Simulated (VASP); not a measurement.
# Os (P6_3/mmc) in VASP: settings compared

Aim: see how the results for Os move with the level of theory and the settings. Levels: r2SCAN, PBEsol, B3LYP, r2SCAN0. Tasks: single point.

Program: VASP 6.6.1. These are calculated values, not measurements. Logs are shortened: lines on timing, memory, paths and dates and some standing lists are left out, and cuts for length are marked.

## 1. The cell of the first run

The structure is hexagonal, space group P6_3/mmc (No. 194). Conventional cell: a = 2.788 Å, b = 2.788 Å, c = 4.404 Å, α = 90.00°, β = 90.00°, γ = 120.00°. Within 3.6 Å of Os (site symmetry -6m2) lie 12 Os at 2.73 to 2.79 Å.

## 2. Single point, r2SCAN

File POSCAR:

```
Os
1.0
    2.7877234178      0.0000000000      0.0000000000
   -1.3938617089      2.4142392985      0.0000000000
    0.0000000000      0.0000000000      4.4044215090
Os
2
Direct
    0.6666666667      0.3333333333      0.7500000000
    0.3333333333      0.6666666667      0.2500000000
```

File INCAR.step1:

```
PREC     = Accurate       # precision mode
ENCUT    = 520            # plane-wave cutoff, eV
ISMEAR   = -1             # smearing method
SIGMA    = 0.05           # smearing width, eV
LREAL    = False          # projectors in reciprocal space
LASPH    = True           # aspherical terms in the spheres
NELM     = 60             # most SCF steps
NBANDS   = 15             # bands
GGA      = PE             # functional
ALGO     = Normal         # electronic algorithm
EDIFF    = 1E-4           # SCF threshold, eV
LWAVE    = True           # write WAVECAR
LCHARG   = False          # write CHGCAR
```

File INCAR.step2:

```
PREC     = Accurate       # precision mode
ENCUT    = 520            # plane-wave cutoff, eV
EDIFF    = 1E-6           # SCF threshold, eV
ISMEAR   = -1             # smearing method
SIGMA    = 0.05           # smearing width, eV
LREAL    = False          # projectors in reciprocal space
LASPH    = True           # aspherical terms in the spheres
NELM     = 60             # most SCF steps
ALGO     = Normal         # electronic algorithm
ISIF     = 2              # what is computed and relaxed
LWAVE    = False          # write WAVECAR
LCHARG   = False          # write CHGCAR
METAGGA  = R2SCAN         # meta-GGA
LMIXTAU  = True         
NBANDS   = 15             # bands
ISTART   = 1
```

File KPOINTS:

```
regular mesh
0
Gamma
  11 11 6
```

Potentials or basis: VASP PAW PBE potentials, release 64 (Os).

Command:

```
$ cat potpaw_PBE.64/Os/POTCAR > POTCAR
$ cp INCAR.step1 INCAR
$ mpirun -np 1 vasp_std > vasp.out
$ cp INCAR.step2 INCAR
$ mpirun -np 1 vasp_std > vasp.out
```

OUTCAR:

```text
PREC = Accurate
   ENCUT = 520
   EDIFF = 1E-6
   ISMEAR = -1
   LREAL = False
   LASPH = True
   NELM = 60
   ISIF = 2
   METAGGA = R2SCAN
   ISTART = 1

 ion  position               nearest neighbor table
   1  0.667  0.333  0.750-   2 2.73   2 2.73   2 2.73   2 2.73   2 2.73   2 2.73
   2  0.333  0.667  0.250-   1 2.73   1 2.73   1 2.73   1 2.73   1 2.73   1 2.73

  LATTYP: Found a hexagonal cell.
 ALAT       =     2.7877234178
 C/A-ratio  =     1.5799348963

  Lattice vectors:

 A1 = (   2.7877234178,   0.0000000000,   0.0000000000)
 A2 = (  -1.3938617089,   2.4142392985,   0.0000000000)
 A3 = (   0.0000000000,   0.0000000000,   4.4044215090)

Analysis of symmetry for initial positions (statically):
=====================================================================
 Subroutine PRICEL returns:
 Original cell was already a primitive cell.

 Routine SETGRP: Setting up the symmetry group for a
 hexagonal supercell.

 Subroutine GETGRP returns: Found 24 space group operations
 (whereof 12 operations were pure point group operations)
 out of a pool of 24 trial point group operations.

The static configuration has the point symmetry D_3d.
 The point group associated with its full space group is D_6h.

Analysis of symmetry for dynamics (positions and initial velocities):
=====================================================================
 Subroutine PRICEL returns:
 Original cell was already a primitive cell.

 Routine SETGRP: Setting up the symmetry group for a
 hexagonal supercell.

 Subroutine GETGRP returns: Found 24 space group operations
 (whereof 12 operations were pure point group operations)
 out of a pool of 24 trial point group operations.

The dynamic configuration has the point symmetry D_3d.
 The point group associated with its full space group is D_6h.

 Subroutine INISYM returns: Found 24 space group operations
 (whereof 12 operations are pure point group operations),
 and found     1 'primitive' translations

----------------------------------------------------------------------------------------

                                     Primitive cell

  volume of cell :      29.6428

  direct lattice vectors                    reciprocal lattice vectors
     2.787723418  0.000000000  0.000000000     0.358715644  0.207104573  0.000000000
    -1.393861709  2.414239299  0.000000000     0.000000000  0.414209147  0.000000000
     0.000000000  0.000000000  4.404421509     0.000000000  0.000000000  0.227044573

  length of vectors
     2.787723418  2.787723418  4.404421509     0.414209147  0.414209147  0.227044573

  position of ions in fractional coordinates (direct lattice)
     0.666666667  0.333333333  0.750000000
     0.333333333  0.666666667  0.250000000

  ion indices of the primitive-cell ions
   primitive index   ion index
                 1           1
                 2           2

----------------------------------------------------------------------------------------

 KPOINTS: regular mesh

Automatic generation of k-mesh.
 Grid dimensions read from file:
 generate k-points for:   11   11    6

 Generating k-lattice:

  Cartesian coordinates                     Fractional coordinates (reciprocal lattice)
     0.032610513  0.018827688  0.000000000     0.090909091  0.000000000  0.000000000
     0.000000000  0.037655377  0.000000000     0.000000000  0.090909091  0.000000000
     0.000000000  0.000000000  0.037840762     0.000000000  0.000000000  0.166666667

  Length of vectors
     0.037655377  0.037655377  0.037840762

  Shift w.r.t. Gamma in fractional coordinates (k-lattice)
     0.000000000  0.000000000  0.000000000

 Subroutine IBZKPT returns following result:
 ===========================================

 Found     64 irreducible k-points:

 Following reciprocal coordinates:
            Coordinates               Weight
  0.000000  0.000000  0.000000      1.000000
  0.090909 -0.000000  0.000000      6.000000
  0.181818 -0.000000  0.000000      6.000000
  0.272727 -0.000000  0.000000      6.000000
  0.363636 -0.000000  0.000000      6.000000
  0.454545  0.000000  0.000000      6.000000
[... 16 lines left out ...]
  0.090909  0.090909  0.166667     12.000000
  0.181818  0.090909  0.166667     24.000000
 [... further k-points ...]
   k-points           NKPTS =     64   k-points in BZ     NKDIM =     64   number of bands    NBANDS=     15
   number of dos      NEDOS =    301   number of ions     NIONS =      2
   total plane-waves  NPLWV =  20736
   dimension x,y,z NGX =    24 NGY =   24 NGZ =   36
   dimension x,y,z NGXF=    48 NGYF=   48 NGZF=   72
   ions per type =               2
   NGX,Y,Z   is equivalent  to a cutoff of  14.31, 14.31, 13.59 a.u.
   NGXF,Y,Z  is equivalent  to a cutoff of  28.62, 28.62, 27.18 a.u.
 SYSTEM =  unknown system
   PREC   = accura    normal or accurate (medium, high low for compatibility)
   ISTART =      1    job   : 0-new  1-cont  2-samecut
   ICHARG =      0    charge: 1-file 2-atom 10-const
   ISPIN  =      1    spin polarized calculation?
   LNONCOLLINEAR =      F non collinear calculations
   LSORBIT =      F    spin-orbit coupling
   LASPH  =      T    aspherical Exc in radial PAW
   ENCUT  =  520.0 eV  38.22 Ry    6.18 a.u.   5.18  5.18  8.19*2*pi/ulx,y,z
   NELM   =     60;   NELMIN=  2; NELMDL=  0     # of ELM steps
   EDIFF  = 0.1E-05   stopping-criterion for ELM
   LREAL  =      F    real-space projection
   EDIFFG = 0.1E-04   stopping-criterion for IOM
   NSW    =      0    number of steps for IOM
   IBRION =     -1    ionic relax: 0-MD 1-quasi-New 2-CG
   NFREE  =      0    steps in history (QN), initial steepest desc. (CG)
   ISIF   =      2    stress and relaxation
   ISYM   =      2    0-nonsym 1-usesym 2-fastsym
   POTIM  = 0.5000    time-step for ionic-motion
   TEBEG  =    0.0;   TEEND  =   0.0 temperature during run
   PSTRESS=    0.0 pullay stress
   NELECT =      16.0000    total number of electrons
   NUPDOWN=      -1.0000    fix difference up-down
   EMIN   =  10.00;   EMAX   =-10.00  energy-range for DOS
   EFERMI =   0.00;   METHOD = LEGACY
   ISMEAR =    -1;   SIGMA  =   0.05  broadening in eV -4-tet -1-fermi 0-gaus
   EFERMI_NEDOS =   21; number of points for ismear=-14 and -15
   IALGO  =     38    algorithm
   IMIX   =      4    mixing-type and parameters
     AMIX     =   0.40;   BMIX     =  1.00
     AMIX_MAG =   1.60;   BMIX_MAG =  1.00
  volume/ion in A,a.u.               =      14.82       100.02
  Fermi-wavevector in a.u.,A,eV,Ry     =   1.332934  2.518879 24.173636  1.776712
  Thomas-Fermi vector in A             =   2.461831
   LORBIT       =      0    0 simple, 1 ext, 2 COOP (PROOUT), +10 PAW based schemes
   METAGGA = R2SCAN    functional components
   LHFCALC =     F    Hartree Fock is set to
   AEXX    =    0.0000 exact exchange contribution
   IVDW    =     0    specifies the selected vdW correction
   LEPSILON=     F    determine dielectric tensor
   LRPA    =     F    only Hartree local field effects (RPA)
 non-spin polarized calculation
  energy-cutoff  :      520.00
  volume of cell :       29.64
 maximum number of plane-waves:       813
 NGX is ok and might be reduce to    24
   NGX = 11   NGY = 11   NGZ = 17

 number of electron      15.9999998 magnetization

 Free energy of the ion-electron system (eV)
  ---------------------------------------------------
  ext. energy  EPLUGINS =         0.00000000
  ---------------------------------------------------
  free energy    TOTEN  =      -105.89436342 eV

  energy without entropy =     -105.88060461  energy(sigma->0) =     -105.88748401

 E-fermi :   8.3540     XC(G=0): -15.0092

 val. band max:        8.3255866924   @ k =   0.3636  -0.0000   0.3333
 cond. band min:       8.4076264454   @ k =   0.3636   0.0909   0.3333
 fundamental gap:      0.0820397530
 Fermi energy:         8.3539663398

 k-point     1 :       0.0000    0.0000    0.0000
  band No.  band energies     occupation
      1      -2.4932      2.00000
      2       0.8251      2.00000
      3       5.5006      2.00000
      4       5.5006      2.00000
      5       5.7337      2.00000
      6       6.2870      2.00000
      7       6.2870      2.00000
      8       6.8887      2.00000
      9       6.8887      2.00000
     10       8.4197      0.42339
     11      10.0043      0.00000
     12      10.0043      0.00000
     13      17.2642      0.00000
     14      23.2131      0.00000
     15      25.9072      0.00000

 k-point     2 :       0.0909   -0.0000    0.0000
  band No.  band energies     occupation
      1      -2.1669      2.00000
      2       1.1097      2.00000
      3       4.9652      2.00000
      4       5.7828      2.00000
      5       6.0692      2.00000
      6       6.2308      2.00000
      7       6.4393      2.00000
      8       6.5488      2.00000
      9       6.6740      2.00000
     10       7.3758      2.00000
     11      10.1454      0.00000
     12      11.5982      0.00000
     13      17.2241      0.00000
     14      23.8335      0.00000
     15      26.3114      0.00000

 k-point     3 :       0.1818   -0.0000    0.0000
  band No.  band energies     occupation
      1      -1.2595      2.00000
      2       1.7840      2.00000
      3       4.3366      2.00000
      4       5.0228      2.00000
      5       5.6655      2.00000
      6       6.1857      2.00000
      7       6.5983      2.00000
      8       6.7985      2.00000
      9       6.9423      2.00000
     10       7.2987      2.00000
     11      10.4333      0.00000
     12      13.9363      0.00000
     13      17.0512      0.00000
     14      24.4092      0.00000
     15      26.5090      0.00000
[... 343 lines left out ...]
 k-point    23 :       0.0909    0.0909    0.1667
  band No.  band energies     occupation
      1      -1.2405      2.00000
      2       1.6799      2.00000
      3       4.4803      2.00000
      4       4.8098      2.00000
      5       5.5891      2.00000
      6       5.9252      2.00000
      7       6.3497      2.00000
      8       6.7087      2.00000
      9       7.3669      2.00000
     10       7.4495      2.00000
     11      10.2457      0.00000
     12      12.2491      0.00000
     13      18.8076      0.00000
     14      24.2776      0.00000
     15      26.3557      0.00000

 k-point    24 :       0.1818    0.0909    0.1667
  band No.  band energies     occupation
      1      -0.2025      2.00000
      2       2.4021      2.00000
      3       3.7955      2.00000
      4       4.0278      2.00000
      5       5.2426      2.00000
      6       5.8279      2.00000
      7       6.3581      2.00000
      8       7.3088      2.00000
      9       7.8857      1.99983
     10       8.2390      1.81750
     11      10.3916      0.00000
     12      13.7399      0.00000
     13      18.8722      0.00000
     14      23.4823      0.00000
     15      24.7330      0.00000

 [... further k-points ...]

------------------------ aborting loop because EDIFF is reached ----------------------------------------

  FORCE on cell =-STRESS in cart. coord.  units (eV):
  Direction    XX          YY          ZZ          XY          YZ          ZX
  --------------------------------------------------------------------------------------
  -------------------------------------------------------------------------------------
  Total       -3.6506373     -3.6506373     -4.0429492     -0.0000000      0.0000000      0.0000000
  in kB     -197.3151333   -197.3151333   -218.5193971     -0.0000000      0.0000000      0.0000000
  external PRESSURE =    -204.3832213 kB  Pullay stress =       0.0000000 kB

 VOLUME and BASIS-vectors are now :
 -----------------------------------------------------------------------------
  energy-cutoff  :      520.00
  volume of cell :       29.64
      direct lattice vectors                 reciprocal lattice vectors
     2.787723418  0.000000000  0.000000000     0.358715644  0.207104573  0.000000000
    -1.393861709  2.414239299  0.000000000     0.000000000  0.414209147  0.000000000
     0.000000000  0.000000000  4.404421509     0.000000000  0.000000000  0.227044573

 POSITION                                       TOTAL-FORCE (eV/Angst)
 -----------------------------------------------------------------------------------
      1.39386      0.80475      3.30332         0.000000      0.000000      0.000000
     -0.00000      1.60949      1.10111        -0.000000      0.000000      0.000000
 -----------------------------------------------------------------------------------
    total drift:                               -0.000000      0.000000     -0.000000

  FREE ENERGIE OF THE ION-ELECTRON SYSTEM (eV)
  ---------------------------------------------------
  free  energy   TOTEN  =      -105.8943634227 eV

  energy  without entropy=     -105.8806046055  energy(sigma->0) =     -105.88748401
```

Wall time 2.7 min (1 thread of Intel Xeon 8259CL, shared host); peak memory 0.14 GiB.

Results:

```yaml
Free_energy: -105.8944 eV
Pressure: -20.4 GPa
Band_gap_on_the_k_mesh: zero (bands 8 and 9 overlap by 3.70 eV)
```

Caveat: the cell stands under tension; the PAW data sets were made with another functional, which shifts forces and pressure a little; spin-orbit coupling is left out, which moves the levels of the heavy elements.

[end of part 1 of 2]

The gap in the log of VASP goes by the Fermi energy; the results here count the filled bands.